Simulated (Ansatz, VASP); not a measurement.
## One calculation of PbS, two programs

```
CELL_PARAMETERS angstrom
0.00000 2.95156 2.95156
2.95156 0.00000 2.95156
2.95156 2.95156 0.00000
ATOMIC_POSITIONS crystal
Pb 0.50000 0.50000 0.50000
S 0.98645 0.01355 0.01355
```

Alike in both runs: task single point; functional PBEsol; k mesh 10 × 10 × 10; occupations gaussian, width 0.05 eV; no spin polarisation.

```csv
,VASP,Ansatz
version,VASP 6.6.1,Ansatz 0.2.0
potentials or method,"VASP PAW PBE potentials, release 64 (Pb_d, S), cutoff 520 eV","scalar-relativistic, plane waves, PAW"
valence electrons in the cell,20,20
```

VASP gave:

```
pressure (GPa)                                                : 0.0
traceless stress, the component that is largest in VASP (GPa) : 0.19
rms of the force components (eV/Å)                            : 0.027
```

Question: What did Ansatz give for the same quantities?

Answer: Pressure (GPa): 0.1; traceless stress, the component that is largest in VASP (GPa): 0.18; rms of the force components (eV/Å): 0.026.

VASP's potentials were made for PBE, not for PBEsol. Atom by atom the forces differ by 0.001 eV/Å (rms over components).

Spin-orbit coupling is off throughout.
